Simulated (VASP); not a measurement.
# SnO2 (an interface model) in VASP: notebook

The runs below take SnO2 (an interface model) through single point, with PBEsol.

Everything below comes from runs of VASP 6.6.1. Logs are shortened: lines on timing, memory, paths and dates and some standing lists are left out, and cuts for length are marked.

## (1) The cell of the first run

The cell holds layers of an interface, 6 atoms: a = 4.769 Å, b = 4.769 Å, c = 3.213 Å, α = 90.00°, β = 90.00°, γ = 90.00°.

## (2) Single point, PBEsol

The input, INCAR:

```
SYSTEM = SnO2
PREC = Accurate
ENCUT = 520
EDIFF = 1E-6
ISMEAR = -1
SIGMA = 0.05
LREAL = .FALSE.
LASPH = .TRUE.
NELM = 120
ALGO = Normal
ISIF = 2
LWAVE = .FALSE.
LCHARG = .FALSE.
GGA = PS
NBANDS = 35
GGA_COMPAT = .FALSE.
```

The input, KPOINTS:

```
regular mesh
0
G
  5 5 4
  0 0 0
```

The input, POSCAR:

```
SnO2
1.0
    4.7690460000      0.0000000000      0.0000000000
    0.0000000000      4.7690460000      0.0000000000
    0.0000000000      0.0000000000      3.2130091216
Sn O
2 4
Direct
    0.0000000000      0.0000000000      0.0000000000
    0.5000000000      0.5000000000      0.5000000000
    0.3062940000      0.3062940000      0.0000000000
    0.6937060000      0.6937060000      0.0000000000
    0.1937060000      0.8062940000      0.5000000000
    0.8062940000      0.1937060000      0.5000000000
```

Potentials or basis: VASP PAW PBE potentials, release 64 (Sn_d, O).

On the command line:

```console
cat potpaw_PBE.64/Sn_d/POTCAR potpaw_PBE.64/O/POTCAR > POTCAR
mpirun -np 1 vasp_std > vasp.out
```

OUTCAR:

```text
SYSTEM = SnO2
   PREC = Accurate
   ENCUT = 520
   EDIFF = 1E-6
   ISMEAR = -1
   LREAL = .FALSE.
   LASPH = .TRUE.
   NELM = 120
   ISIF = 2
   GGA = PS

 ion  position               nearest neighbor table
   1  0.000  0.000  0.000-   3 2.07   4 2.07   5 2.07   6 2.07   5 2.07   6 2.07   2 3.74   2 3.74
                             2 3.74   2 3.74   2 3.74   2 3.74   2 3.74   2 3.74
   2  0.500  0.500  0.500-   5 2.07   6 2.07   3 2.07   4 2.07   3 2.07   4 2.07   1 3.74   1 3.74
                             1 3.74   1 3.74   1 3.74   1 3.74   1 3.74   1 3.74
   3  0.306  0.306  0.000-   1 2.07   2 2.07   2 2.07
   4  0.694  0.694  0.000-   1 2.07   2 2.07   2 2.07
   5  0.194  0.806  0.500-   2 2.07   1 2.07   1 2.07
   6  0.806  0.194  0.500-   2 2.07   1 2.07   1 2.07

  LATTYP: Found a simple tetragonal cell.
 ALAT       =     4.7690460000
 C/A-ratio  =     0.6737215623

  Lattice vectors:

 A1 = (   4.7690460000,   0.0000000000,   0.0000000000)
 A2 = (   0.0000000000,   4.7690460000,   0.0000000000)
 A3 = (   0.0000000000,   0.0000000000,   3.2130091216)

Analysis of symmetry for initial positions (statically):
=====================================================================
 Subroutine PRICEL returns:
 Original cell was already a primitive cell.

 Routine SETGRP: Setting up the symmetry group for a
 simple tetragonal supercell.

 Subroutine GETGRP returns: Found 16 space group operations
 (whereof  8 operations were pure point group operations)
 out of a pool of 16 trial point group operations.

The static configuration has the point symmetry D_2h.
 The point group associated with its full space group is D_4h.

Analysis of symmetry for dynamics (positions and initial velocities):
=====================================================================
 Subroutine PRICEL returns:
 Original cell was already a primitive cell.

 Routine SETGRP: Setting up the symmetry group for a
 simple tetragonal supercell.

 Subroutine GETGRP returns: Found 16 space group operations
 (whereof  8 operations were pure point group operations)
 out of a pool of 16 trial point group operations.

The dynamic configuration has the point symmetry D_2h.
 The point group associated with its full space group is D_4h.

 Subroutine INISYM returns: Found 16 space group operations
 (whereof  8 operations are pure point group operations),
 and found     1 'primitive' translations

[... 97 lines left out ...]
   EDIFFG = 0.1E-04   stopping-criterion for IOM
   NSW    =      0    number of steps for IOM
   IBRION =     -1    ionic relax: 0-MD 1-quasi-New 2-CG
   NFREE  =      0    steps in history (QN), initial steepest desc. (CG)
   ISIF   =      2    stress and relaxation
   ISYM   =      2    0-nonsym 1-usesym 2-fastsym
   POTIM  = 0.5000    time-step for ionic-motion
   TEBEG  =    0.0;   TEEND  =   0.0 temperature during run
   PSTRESS=    0.0 pullay stress
   NELECT =      52.0000    total number of electrons
   NUPDOWN=      -1.0000    fix difference up-down
   EMIN   =  10.00;   EMAX   =-10.00  energy-range for DOS
   EFERMI =   0.00;   METHOD = LEGACY
   ISMEAR =    -1;   SIGMA  =   0.05  broadening in eV -4-tet -1-fermi 0-gaus
   EFERMI_NEDOS =   21; number of points for ismear=-14 and -15
   IALGO  =     38    algorithm
   IMIX   =      4    mixing-type and parameters
     AMIX     =   0.40;   BMIX     =  1.00
     AMIX_MAG =   1.60;   BMIX_MAG =  1.00
  volume/ion in A,a.u.               =      12.18        82.19
  Fermi-wavevector in a.u.,A,eV,Ry     =   1.461563  2.761954 29.064319  2.136167
  Thomas-Fermi vector in A             =   2.577880
   LORBIT       =      0    0 simple, 1 ext, 2 COOP (PROOUT), +10 PAW based schemes
   GGA     = PS    functional components
   LHFCALC =     F    Hartree Fock is set to
   AEXX    =    0.0000 exact exchange contribution
   IVDW    =     0    specifies the selected vdW correction
   LEPSILON=     F    determine dielectric tensor
   LRPA    =     F    only Hartree local field effects (RPA)
 non-spin polarized calculation
  energy-cutoff  :      520.00
  volume of cell :       73.08
 maximum number of plane-waves:      1994
 NGX is ok and might be reduce to    36
   NGX = 17   NGY = 17   NGZ = 11

 number of electron      52.0000008 magnetization

 Free energy of the ion-electron system (eV)
  ---------------------------------------------------
  ext. energy  EPLUGINS =         0.00000000
  ---------------------------------------------------
  free energy    TOTEN  =       -39.66057415 eV

  energy without entropy =      -39.66057171  energy(sigma->0) =      -39.66057293

 E-fermi :   6.2316     XC(G=0): -11.4240

 val. band max:        5.7757202980   @ k =   0.0000   0.0000   0.0000
 cond. band min:       6.6834092144   @ k =   0.0000   0.0000   0.0000
 fundamental gap:      0.9076889163
 Fermi energy:         6.2316020362

 k-point     1 :       0.0000    0.0000    0.0000
  band No.  band energies     occupation
      1     -15.2304      2.00000
      2     -14.4820      2.00000
      3     -14.2402      2.00000
      4     -14.2147      2.00000
      5     -14.2147      2.00000
      6     -14.1464      2.00000
[... 673 lines left out ...]
     34      16.8058      0.00000
     35      18.3371      0.00000

------------------------ aborting loop because EDIFF is reached ----------------------------------------

  FORCE on cell =-STRESS in cart. coord.  units (eV):
  Direction    XX          YY          ZZ          XY          YZ          ZX
  --------------------------------------------------------------------------------------
  -------------------------------------------------------------------------------------
  Total        0.1748934      0.1748934      0.3719607      0.0000000      0.0000000      0.0000000
  in kB        3.8345026      3.8345026      8.1551630      0.0000000      0.0000000      0.0000000
  external PRESSURE =       5.2747227 kB  Pullay stress =       0.0000000 kB

 VOLUME and BASIS-vectors are now :
 -----------------------------------------------------------------------------
  energy-cutoff  :      520.00
  volume of cell :       73.08
      direct lattice vectors                 reciprocal lattice vectors
     4.769046000  0.000000000  0.000000000     0.209685543  0.000000000  0.000000000
     0.000000000  4.769046000  0.000000000     0.000000000  0.209685543  0.000000000
     0.000000000  0.000000000  3.213009122     0.000000000  0.000000000  0.311234722

 POSITION                                       TOTAL-FORCE (eV/Angst)
 -----------------------------------------------------------------------------------
      0.00000      0.00000      0.00000         0.000000      0.000000      0.000000
      2.38452      2.38452      1.60650         0.000000      0.000000      0.000000
      1.46073      1.46073      0.00000        -0.012903     -0.012903     -0.000000
      3.30832      3.30832      0.00000         0.012903      0.012903      0.000000
      0.92379      3.84525      1.60650         0.012903     -0.012903      0.000000
      3.84525      0.92379      1.60650        -0.012903      0.012903      0.000000
 -----------------------------------------------------------------------------------
    total drift:                                0.000000      0.000000      0.000000

  FREE ENERGIE OF THE ION-ELECTRON SYSTEM (eV)
  ---------------------------------------------------
  free  energy   TOTEN  =       -39.6605741453 eV

  energy  without entropy=      -39.6605717080  energy(sigma->0) =      -39.66057293
```

It took 29 s on 1 thread of Intel Xeon Platinum 8375C at 2.90GHz (Ice Lake), shared host; peak memory 0.19 GiB.

What came out:

- Free energy: -39.6606 eV
- Pressure: 0.5 GPa
- Largest force: 0.018 eV/Å
- Band gap on the k mesh: 0.91 eV, direct

Forces on the atoms (eV/Å):
```
Sn   0.000  0.000  0.000
Sn   0.000  0.000  0.000
O   -0.013 -0.013  0.000
O    0.013  0.013  0.000
O    0.013 -0.013  0.000
O   -0.013  0.013  0.000
```

Caveat: the k points lie up to 0.49 Å⁻¹ apart; the PAW data sets were made with another functional, which shifts forces and pressure a little; spin-orbit coupling is left out, which moves the levels of the heavy elements.

## (3) Single point, PBEsol

INCAR is that of step 2.

KPOINTS is that of step 2.

The input, POSCAR:

```
SnO2
1.0
    4.7690460000      0.0000000000      0.0000000000
    0.0000000000      4.7690460000      0.0000000000
    0.0000000000      0.0000000000      3.2121010000
Sn O
2 4
Direct
    0.0000000000      0.0000000000      0.0000000000
    0.5000000000      0.5000000000      0.5000000000
    0.3062740000      0.3062740000      0.0000000000
    0.6937260000      0.6937260000      0.0000000000
    0.1937260000      0.8062740000      0.5000000000
    0.8062740000      0.1937260000      0.5000000000
```

Potentials or basis: VASP PAW PBE potentials, release 64 (Sn_d, O).

On the command line:

```console
cat potpaw_PBE.64/Sn_d/POTCAR potpaw_PBE.64/O/POTCAR > POTCAR
mpirun -np 1 vasp_std > vasp.out
```

Wall time 35 s (1 thread of Intel Xeon Platinum 8375C at 2.90GHz (Ice Lake), shared host); peak memory 0.19 GiB.

Results (log left out):

* Free energy: -39.6604 eV
* Pressure: 0.6 GPa
* Largest force: 0.017 eV/Å
* Band gap on the k mesh: 0.91 eV, direct

Forces in eV/Å, atoms in the order of the input:
```
Sn   0.000  0.000  0.000
Sn   0.000  0.000  0.000
O   -0.012 -0.012  0.000
O    0.012  0.012  0.000
O    0.012 -0.012  0.000
O   -0.012  0.012  0.000
```

Stress tensor (GPa, compression positive):
```
0.42 0.00 0.00
0.00 0.42 0.00
0.00 0.00 0.93
```

Levels at points of the mesh, in eV from the valence-band top:
| k point | band 23 | band 24 | band 25 | band 26 | band 27 | band 28 | band 29 | band 30 |
| --- | --- | --- | --- | --- | --- | --- | --- | --- |
| (0.00, 0.00, 0.00) | -1.27 | -0.78 | -0.78 | 0.00 | 0.91 | 5.85 | 6.03 | 6.03 |
| (0.00, 0.00, 0.50) | -1.65 | -1.65 | -1.25 | -1.25 | 5.87 | 5.87 | 9.43 | 9.43 |

Caveat: the k points lie up to 0.49 Å⁻¹ apart; the PAW data sets were made with another functional, which shifts forces and pressure a little; spin-orbit coupling is left out, which moves the levels of the heavy elements.
